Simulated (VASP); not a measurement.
# Sn (Im-3m) in VASP: a series of runs, part 2 of 2

VASP 6.6.1.

### Step 3. Single point, PBE

INCAR

```
SYSTEM = Sn
PREC = Accurate ; ENCUT = 520
EDIFF = 1E-7 ; ISMEAR = 0
SIGMA = 0.022 ; LREAL = .False.
LASPH = .True. ; NELM = 80
ALGO = Normal ; ISIF = 2
LWAVE = .False. ; LCHARG = .False.
GGA = PE ; NBANDS = 13
```

KPOINTS

```
regular mesh
0
Gamma
  10 10 10
  0 0 0
```

POSCAR

```
Sn
1.0
   -1.8946518192      1.8946518192      1.8946518192
    1.8946518192     -1.8946518192      1.8946518192
    1.8946518192      1.8946518192     -1.8946518192
Sn
1
Direct
    0.0000000000      0.0000000000      0.0000000000
```

Potentials or basis: VASP PAW PBE potentials, release 64 (Sn_d).

On the command line:

```sh
> cat potpaw_PBE.64/Sn_d/POTCAR > POTCAR
> mpirun -np 1 vasp_std > vasp.out
```

OUTCAR:

```text
SYSTEM = Sn
   PREC = Accurate
   ENCUT = 520
   EDIFF = 1E-7
   ISMEAR = 0
   LREAL = .False.
   LASPH = .True.
   NELM = 80
   ISIF = 2
   GGA = PE

 ion  position               nearest neighbor table
   1  0.000  0.000  0.000-

  LATTYP: Found a body centered cubic cell.
 ALAT       =     3.7893036384

  Lattice vectors:

 A1 = (  -1.8946518192,   1.8946518192,   1.8946518192)
 A2 = (   1.8946518192,  -1.8946518192,   1.8946518192)
 A3 = (   1.8946518192,   1.8946518192,  -1.8946518192)

Analysis of symmetry for initial positions (statically):
=====================================================================
 Subroutine PRICEL returns:
 Original cell was already a primitive cell.

 Routine SETGRP: Setting up the symmetry group for a
 body centered cubic supercell.

 Subroutine GETGRP returns: Found 48 space group operations
[... 9 lines left out ...]

 Routine SETGRP: Setting up the symmetry group for a
 body centered cubic supercell.

 Subroutine GETGRP returns: Found 48 space group operations
[... 11 lines left out ...]
                                     Primitive cell

  volume of cell :      27.2050

  direct lattice vectors                    reciprocal lattice vectors
    -1.894651819  1.894651819  1.894651819     0.000000000  0.263900731  0.263900731
     1.894651819 -1.894651819  1.894651819     0.263900731  0.000000000  0.263900731
     1.894651819  1.894651819 -1.894651819     0.263900731  0.263900731  0.000000000

  length of vectors
     3.281633214  3.281633214  3.281633214     0.373211993  0.373211993  0.373211993

  position of ions in fractional coordinates (direct lattice)
     0.000000000  0.000000000  0.000000000

  ion indices of the primitive-cell ions
   primitive index   ion index
                 1           1

----------------------------------------------------------------------------------------

 KPOINTS: regular mesh

Automatic generation of k-mesh.
 Grid dimensions read from file:
 generate k-points for:   10   10   10

 Generating k-lattice:

  Cartesian coordinates                     Fractional coordinates (reciprocal lattice)
     0.000000000  0.026390073  0.026390073     0.100000000  0.000000000  0.000000000
     0.026390073  0.000000000  0.026390073     0.000000000  0.100000000  0.000000000
     0.026390073  0.026390073  0.000000000     0.000000000  0.000000000  0.100000000

  Length of vectors
     0.037321199  0.037321199  0.037321199

  Shift w.r.t. Gamma in fractional coordinates (k-lattice)
     0.000000000  0.000000000  0.000000000

 Subroutine IBZKPT returns following result:
 ===========================================

 Found     47 irreducible k-points:

 Following reciprocal coordinates:
            Coordinates               Weight
  0.000000  0.000000  0.000000      1.000000
  0.100000  0.000000  0.000000     12.000000
  0.200000  0.000000  0.000000     12.000000
  0.300000  0.000000  0.000000     12.000000
  0.400000  0.000000  0.000000     12.000000
  0.500000  0.000000  0.000000      6.000000
[... 16 lines left out ...]
  0.300000  0.300000  0.100000      8.000000
 -0.300000  0.300000  0.100000     24.000000
 [... further k-points ...]
   k-points           NKPTS =     47   k-points in BZ     NKDIM =     47   number of bands    NBANDS=     13
   number of dos      NEDOS =    301   number of ions     NIONS =      1
   total plane-waves  NPLWV =  13824
   dimension x,y,z NGX =    24 NGY =   24 NGZ =   24
   dimension x,y,z NGXF=    48 NGYF=   48 NGZF=   48
   ions per type =               1
   NGX,Y,Z   is equivalent  to a cutoff of  12.16, 12.16, 12.16 a.u.
   NGXF,Y,Z  is equivalent  to a cutoff of  24.32, 24.32, 24.32 a.u.
 SYSTEM =  Sn
   PREC   = accura    normal or accurate (medium, high low for compatibility)
   ISTART =      0    job   : 0-new  1-cont  2-samecut
   ICHARG =      2    charge: 1-file 2-atom 10-const
   ISPIN  =      1    spin polarized calculation?
   LNONCOLLINEAR =      F non collinear calculations
   LSORBIT =      F    spin-orbit coupling
   LASPH  =      T    aspherical Exc in radial PAW
   ENCUT  =  520.0 eV  38.22 Ry    6.18 a.u.   6.10  6.10  6.10*2*pi/ulx,y,z
   NELM   =     80;   NELMIN=  2; NELMDL= -5     # of ELM steps
   EDIFF  = 0.1E-06   stopping-criterion for ELM
   LREAL  =      F    real-space projection
   EDIFFG = 0.1E-05   stopping-criterion for IOM
   NSW    =      0    number of steps for IOM
   IBRION =     -1    ionic relax: 0-MD 1-quasi-New 2-CG
   NFREE  =      0    steps in history (QN), initial steepest desc. (CG)
   ISIF   =      2    stress and relaxation
   ISYM   =      2    0-nonsym 1-usesym 2-fastsym
   POTIM  = 0.5000    time-step for ionic-motion
   TEBEG  =    0.0;   TEEND  =   0.0 temperature during run
   PSTRESS=    0.0 pullay stress
   NELECT =      14.0000    total number of electrons
   NUPDOWN=      -1.0000    fix difference up-down
   EMIN   =  10.00;   EMAX   =-10.00  energy-range for DOS
   EFERMI =   0.00;   METHOD = LEGACY
   ISMEAR =     0;   SIGMA  =   0.02  broadening in eV -4-tet -1-fermi 0-gaus
   EFERMI_NEDOS =   21; number of points for ismear=-14 and -15
   IALGO  =     38    algorithm
   IMIX   =      4    mixing-type and parameters
     AMIX     =   0.40;   BMIX     =  1.00
     AMIX_MAG =   1.60;   BMIX_MAG =  1.00
  volume/ion in A,a.u.               =      27.20       183.59
  Fermi-wavevector in a.u.,A,eV,Ry     =   1.311902  2.479136 23.416813  1.721087
  Thomas-Fermi vector in A             =   2.442332
   LORBIT       =      0    0 simple, 1 ext, 2 COOP (PROOUT), +10 PAW based schemes
   GGA     = PE    functional components
   LHFCALC =     F    Hartree Fock is set to
   AEXX    =    0.0000 exact exchange contribution
   IVDW    =     0    specifies the selected vdW correction
   LEPSILON=     F    determine dielectric tensor
   LRPA    =     F    only Hartree local field effects (RPA)
 non-spin polarized calculation
 Gauss-broadening in eV      SIGMA  =   0.02
  energy-cutoff  :      520.00
  volume of cell :       27.20
 maximum number of plane-waves:       751
   NGX = 13   NGY = 13   NGZ = 13

 number of electron      13.9999996 magnetization

 Free energy of the ion-electron system (eV)
  ---------------------------------------------------
  ext. energy  EPLUGINS =         0.00000000
  ---------------------------------------------------
  free energy    TOTEN  =        -3.75866529 eV

  energy without entropy =       -3.75832161  energy(sigma->0) =       -3.75849345

 E-fermi :   8.0698     XC(G=0): -10.3646

 val. band max:        8.0575952606   @ k =   0.3000   0.0000   0.0000
 cond. band min:       8.0788286458   @ k =   0.2000   0.2000   0.2000
 fundamental gap:      0.0212333851
 Fermi energy:         8.0697876237

 k-point     1 :       0.0000    0.0000    0.0000
  band No.  band energies     occupation
      1     -13.4903      2.00000
      2     -13.4903      2.00000
      3     -13.4903      2.00000
      4     -13.3525      2.00000
      5     -13.3525      2.00000
      6      -3.0016      2.00000
      7      16.0383      0.00000
      8      16.0383      0.00000
      9      16.0383      0.00000
     10      20.1930      0.00000
     11      20.1930      0.00000
     12      20.1930      0.00000
     13      20.8031      0.00000

 k-point     2 :       0.1000    0.0000    0.0000
  band No.  band energies     occupation
      1     -13.4947      2.00000
      2     -13.4840      2.00000
      3     -13.4697      2.00000
      4     -13.3574      2.00000
      5     -13.3532      2.00000
      6      -2.7836      2.00000
      7      14.3054      0.00000
      8      15.2498      0.00000
      9      15.7521      0.00000
     10      18.6112      0.00000
     11      18.9431      0.00000
     12      19.8578      0.00000
     13      21.5389      0.00000
[... 321 lines left out ...]
 k-point    23 :       0.3000    0.3000    0.1000
  band No.  band energies     occupation
      1     -13.4910      2.00000
      2     -13.3936      2.00000
      3     -13.3936      2.00000
      4     -13.3532      2.00000
      5     -13.3532      2.00000
      6       2.7184      2.00000
      7       5.8039      2.00000
      8       5.8039      2.00000
      9       9.7137      0.00000
     10      22.0398      0.00000
     11      22.9319      0.00000
     12      22.9319      0.00000
     13      26.6540      0.00000

 k-point    24 :      -0.3000    0.3000    0.1000
  band No.  band energies     occupation
      1     -13.4981      2.00000
      2     -13.4533      2.00000
      3     -13.3847      2.00000
      4     -13.3612      2.00000
      5     -13.3497      2.00000
      6      -0.8264      2.00000
      7       8.2376      0.00000
      8      11.9273      0.00000
      9      13.2336      0.00000
     10      17.0750      0.00000
     11      18.0821      0.00000
     12      19.0585      0.00000
     13      24.8501      0.00000

 [... further k-points ...]
[... 5 lines left out ...]
  --------------------------------------------------------------------------------------
  -------------------------------------------------------------------------------------
  Total        0.1026441      0.1026441      0.1026441     -0.0000000     -0.0000000     -0.0000000
  in kB        6.0450012      6.0450012      6.0450012     -0.0000000     -0.0000000     -0.0000000
  external PRESSURE =       6.0450012 kB  Pullay stress =       0.0000000 kB

 VOLUME and BASIS-vectors are now :
 -----------------------------------------------------------------------------
  energy-cutoff  :      520.00
  volume of cell :       27.20
      direct lattice vectors                 reciprocal lattice vectors
    -1.894651819  1.894651819  1.894651819     0.000000000  0.263900731  0.263900731
     1.894651819 -1.894651819  1.894651819     0.263900731  0.000000000  0.263900731
     1.894651819  1.894651819 -1.894651819     0.263900731  0.263900731  0.000000000

 POSITION                                       TOTAL-FORCE (eV/Angst)
 -----------------------------------------------------------------------------------
      0.00000      0.00000      0.00000         0.000000      0.000000      0.000000
 -----------------------------------------------------------------------------------
    total drift:                               -0.000000      0.000000      0.000000

  FREE ENERGIE OF THE ION-ELECTRON SYSTEM (eV)
  ---------------------------------------------------
  free  energy   TOTEN  =        -3.7586652926 eV

  energy  without entropy=       -3.7583216083  energy(sigma->0) =       -3.75849345
```

stdout:

```text
POSCAR found type information on POSCAR Sn
 POSCAR found :  1 types and       1 ions
 scaLAPACK will be used
 LDA part: xc-table for (Slater+PW92), standard interpolation
 POSCAR, INCAR and KPOINTS ok, starting setup
 FFT: planning ... GRIDC
 FFT: planning ... GRID_SOFT
 FFT: planning ... GRID
 WAVECAR not read
 entering main loop
```

Run time: 7.3 s. Hardware: 1 thread of Intel Xeon Platinum 8259CL at 2.50GHz (Skylake/Cascade Lake), shared host; peak memory 0.14 GiB.

What came out:

```yaml
Free_energy: -3.7587 eV
Pressure: 0.6 GPa
Band_gap_on_the_k_mesh: zero (band 7 reaches 16.04 eV, above the bottom of band 8 at 5.80 eV)
```

Caveat: spin-orbit coupling is left out, which moves the levels of the heavy elements.
